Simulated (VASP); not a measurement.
A run of VASP 6.6.1:

POSCAR

```
GaN
1.0
    3.2267079403      0.0000000000      0.0000000000
   -1.6133539702      2.7944110469      0.0000000000
    0.0000000000      0.0000000000      5.0444287091
Ga N
2 2
Direct
    0.3333333333      0.6666666667      0.9991101048
    0.6666666667      0.3333333333      0.4991101048
    0.3333333333      0.6666666667      0.3758898952
    0.6666666667      0.3333333333      0.8758898952
```

INCAR.step1

```
SYSTEM = GaN
PREC = Accurate
ENCUT = 520
ISMEAR = 0
SIGMA = 0.05
LREAL = .FALSE.
LASPH = .TRUE.
NELM = 100
NBANDS = 26
GGA = PE
ALGO = Normal
EDIFF = 1E-4
LWAVE = .TRUE.
LCHARG = .FALSE.
```

File INCAR.step2:

```
SYSTEM = GaN
PREC = Accurate
ENCUT = 520
EDIFF = 1E-6
ISMEAR = 0
SIGMA = 0.05
LREAL = .FALSE.
LASPH = .TRUE.
NELM = 100
ALGO = Normal
ISIF = 2
LWAVE = .FALSE.
LCHARG = .TRUE.
METAGGA = R2SCAN
LMIXTAU = .TRUE.
LELF = .TRUE.
LVHAR = .TRUE.
NBANDS = 26
ISTART = 1
```

The input KPOINTS:

```
Automatic mesh
0
G
  12 12 6
  0 0 0
```

Potentials or basis: VASP PAW PBE potentials, release 64 (Ga_d, N).

Launch:

```bash
$ cat potpaw_PBE.64/Ga_d/POTCAR potpaw_PBE.64/N/POTCAR > POTCAR
$ cp INCAR.step1 INCAR
$ mpirun -np 1 vasp_std > vasp.out
$ cp INCAR.step2 INCAR
$ mpirun -np 1 vasp_std > vasp.out
```

Hardware: 1 thread of Intel Xeon 8259CL, on a shared host.

**Question.** How long does it take, and how much memory?

**Answer.** Wall time 7 min on 1 thread of Intel Xeon 8259CL, on a shared host, peak memory 0.22 GiB. Counts: k points 76.
